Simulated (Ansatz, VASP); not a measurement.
Two plane-wave programs on LiRu

The input INCAR:

```
PREC = Accurate
ENCUT = 600
EDIFF = 1E-6
ISMEAR = 0
SIGMA = 0.1
LREAL = F
LASPH = T
NELM = 100
ALGO = Fast
ISIF = 3
LWAVE = F
LCHARG = F
GGA = PE
IBRION = 2
NSW = 100
EDIFFG = -0.01
```

KPOINTS

```
regular mesh
0
Gamma
  14 14 14
```

Contents of POSCAR:

```
LiRu
1.0
    0.0000000000      2.9425249869      2.9425249869
    2.9425249869      0.0000000000      2.9425249869
    2.9425249869      2.9425249869      0.0000000000
Li Ru
2 2
Direct
    0.7500000000      0.7500000000      0.7500000000
    0.5000000000      0.5000000000      0.5000000000
    0.2500000000      0.2500000000      0.2500000000
    0.0000000000      0.0000000000      0.0000000000
```

Input for Ansatz:

```yaml
crystal:
  lattice:
    - [0.0, 2.9425249869, 2.9425249869]
    - [2.9425249869, 0.0, 2.9425249869]
    - [2.9425249869, 2.9425249869, 0.0]
  atoms:
    - { symbol: Li, position: [0.75, 0.75, 0.75] }
    - { symbol: Li, position: [0.5, 0.5, 0.5] }
    - { symbol: Ru, position: [0.25, 0.25, 0.25] }
    - { symbol: Ru, position: [0.0, 0.0, 0.0] }
basis:
  ecutwfc: 420
kpoints:
  mp_grid: { grid: [14, 14, 14] }
hamiltonian:
  xc: pbe
scf:
  occupations: { method: gaussian, width: 0.1 }
output:
  forces: true
  stress: true
  eigenvalues: true
relax:
  adjacent_minimum: "off"
  f_tol: 0.01
  max_steps: 80
  cell: { stress_tol: 0.05 }
```

Alike in both runs: task relaxation of cell and atoms; functional PBE; k mesh 14 × 14 × 14; occupations gaussian, width 0.1 eV; no spin polarisation.

```csv
,VASP,Ansatz
version,VASP 6.6.1,Ansatz 0.2.0
potentials or method,"VASP PAW PBE potentials, release 64 (Li_sv, Ru_pv), cutoff 600 eV","scalar-relativistic, plane waves, PAW"
valence electrons in the cell,34,38
```

|  | VASP | Ansatz | Ansatz less VASP |
| --- | --- | --- | --- |
| gap on the k mesh at the Fermi level, each at its own relaxed structure (eV) | none | none | - |
| relaxed volume (Å³/atom) | 12.72 | 12.74 | +0.019 |
| relaxed length of the cell vector where the two differ most in proportion (Å) | 4.159 | 4.161 | +0.0021 |

A gap of «none» marks a metal or a gap that the smearing closes. VASP's potentials hold 34 valence electrons a cell and Ansatz's 38, so a difference there can come from the potentials and not from the codes.

Noted on VASP's run: the cutoff is under 1.25 times that of the potentials, so the pressure is a little rough.
